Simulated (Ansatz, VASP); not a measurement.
**One calculation of Cd, two programs**

Contents of INCAR:

```
ALGO     = Normal         # electronic algorithm
EDIFF    = 1E-6           # SCF threshold, eV
ENCUT    = 520            # plane-wave cutoff, eV
GGA      = PS             # functional
ISIF     = 2              # what is computed and relaxed
ISMEAR   = 0              # smearing method
LASPH    = T              # aspherical terms in the spheres
LCHARG   = T              # write CHGCAR
LELF     = T              # ELF
LREAL    = F              # projectors in reciprocal space
LVHAR    = T            
LWAVE    = F              # write WAVECAR
NBANDS   = 25             # bands
NELM     = 100            # most SCF steps
PREC     = Accurate       # precision mode
SIGMA    = 0.1            # smearing width, eV
```

Contents of KPOINTS:

```
k-points
0
Gamma
  6 6 6
```

POSCAR

```
Cd
1.0
    1.6507587543      0.9530660111      7.9780134786
   -1.6507587543      0.9530660111      7.9780134786
    0.0000000000     -1.9061320224      7.9780134786
Cd
3
Direct
    0.0000000000      0.0000000000      0.0000000000
    0.2222200000      0.2222200000      0.2222200000
    0.7777800000      0.7777800000      0.7777800000
```

Input for Ansatz:

```yaml
crystal:
  lattice:
    - [1.6507587543, 0.9530660111, 7.9780134786]
    - [-1.6507587543, 0.9530660111, 7.9780134786]
    - [0.0, -1.9061320224, 7.9780134786]
  atoms:
    - { symbol: Cd, position: [0.0, 0.0, 0.0] }
    - { symbol: Cd, position: [0.22222, 0.22222, 0.22222] }
    - { symbol: Cd, position: [0.77778, 0.77778, 0.77778] }
basis:
  ecutwfc: 420
kpoints:
  mp_grid: { grid: [6, 6, 6] }
hamiltonian:
  xc: pbesol
scf:
  occupations: { method: gaussian, width: 0.1 }
  lower_state_search: "off"
output:
  forces: true
  stress: true
  eigenvalues: true
```

Alike in both runs: task single point; functional PBEsol; k mesh 6 × 6 × 6; occupations gaussian, width 0.1 eV; no spin polarisation.

```csv
,VASP,Ansatz
version,VASP 6.6.1,Ansatz 0.2.0
potentials or method,"VASP PAW PBE potentials, release 64 (Cd), cutoff 520 eV","scalar-relativistic, plane waves, PAW"
valence electrons in the cell,36,60
```

|  | VASP | Ansatz | Ansatz less VASP |
| --- | --- | --- | --- |
| gap on the k mesh at the Fermi level (eV) | none | none | - |
| pressure (GPa) | -5.5 | -5.6 | -0.15 |
| traceless stress, the component that is largest in VASP (GPa) | 0.71 | 0.71 | -0.003 |
| rms of the force components (eV/Å) | 0.021 | 0.021 | 0.0000 |

VASP's potentials were made for PBE, not for PBEsol. Atom by atom the forces differ by 0.000 eV/Å (rms over components). A gap of «none» marks a metal or a gap that the smearing closes. VASP's potentials hold 36 valence electrons a cell and Ansatz's 60, so a difference there can come from the potentials and not from the codes.

The k mesh is coarse, so the values compare programs but aren't converged.
